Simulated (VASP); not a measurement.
Write the native input for VASP 6.6.1 that does the following.

| Property | Result |
| --- | --- |
| Task | single point |
| Functional | PBEsol |
| Potentials or basis | VASP PAW PBE potentials, release 64 (Al) |
| Cutoff | 500 eV |
| k mesh | 18 × 18 × 18 |
| Occupations | gaussian, width 0.1 eV |
| Spin | no spin polarisation |
| Dipole correction | no |
| Further INCAR settings | ALGO = Normal; EDIFF = 1e-06; NBANDS = 8 |

The structure of Al lies in POSCAR:

```
Al
1.0
    0.0000000000      2.0073809569      2.0073809569
    2.0073809569      0.0000000000      2.0073809569
    2.0073809569      2.0073809569      0.0000000000
Al
1
Direct
    0.0000000000      0.0000000000      0.0000000000
```

These files were run (other wordings do the same):

INCAR

```
ALGO = Normal ; EDIFF = 1E-6
ENCUT = 500 ; GGA = PS
GGA_COMPAT = F ; ISIF = 2
ISMEAR = 0 ; LASPH = T
LCHARG = F ; LREAL = F
LWAVE = F ; NBANDS = 8
NELM = 120 ; PREC = Accurate
SIGMA = 0.1
```

KPOINTS

```
k-points
0
Gamma
  18 18 18
```

Potentials or basis: VASP PAW PBE potentials, release 64 (Al).

The run is started by

```console
$ cat potpaw_PBE.64/Al/POTCAR > POTCAR
$ mpirun -np 1 vasp_std > vasp.out
```

It gave:

```
Pressure : 0.1 GPa
```

Caveat: the PAW data sets were made with another functional, which shifts forces and pressure a little.

Wall time 39 s on 1 thread of Intel Xeon 8259CL (shared host), peak memory 0.14 GiB.
